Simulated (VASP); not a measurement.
Input of a VASP 6.6.1 run:

INCAR

```
  ALGO = Normal
  EDIFF = 1E-7
  ENCUT = 520
  GGA = PE
  ISIF = 2
  ISMEAR = 0
  LASPH = True
  LCHARG = False
  LREAL = False
  LWAVE = False
  NBANDS = 26
  NELM = 60
  PREC = Accurate
  SIGMA = 0.1
```

File KPOINTS:

```
k-points
0
Gamma
  4 4 4
```

POSCAR

```
CdHgS2
1.0
    4.1109427700      0.0000000000      0.0000000000
    0.0000000000      4.1109427700      0.0000000000
    0.0000000000      0.0000000000      5.8137510200
Cd Hg S
1 1 2
Direct
    0.0000000000      0.0000000000      0.0000000000
    0.5000000000      0.5000000000      0.5000000000
    0.5000000000      0.0000000000      0.2500000000
    0.0000000000      0.5000000000      0.7500000000
```

Potentials or basis: VASP PAW PBE potentials, release 64 (Cd, Hg, S).

Launch:

```bash
$ cat potpaw_PBE.64/Cd/POTCAR potpaw_PBE.64/Hg/POTCAR potpaw_PBE.64/S/POTCAR > POTCAR
$ mpirun -np 1 vasp_std > vasp.out
```

Problem. Estimate the band gap on the k mesh.

Solution. 0.33 eV, direct.

Problem. Estimate the largest force.

Solution. 0.228 eV/Å.

Problem. What does it give for the pressure?

Solution. 5.0 GPa.

Forces in eV/Å, atoms in the order of the input:
```
Cd   0.000  0.000  0.000
Hg   0.000  0.000  0.000
S    0.000  0.000 -0.228
S    0.000  0.000  0.228
```

Caveat: spin-orbit coupling is left out, which moves the levels of the heavy elements.
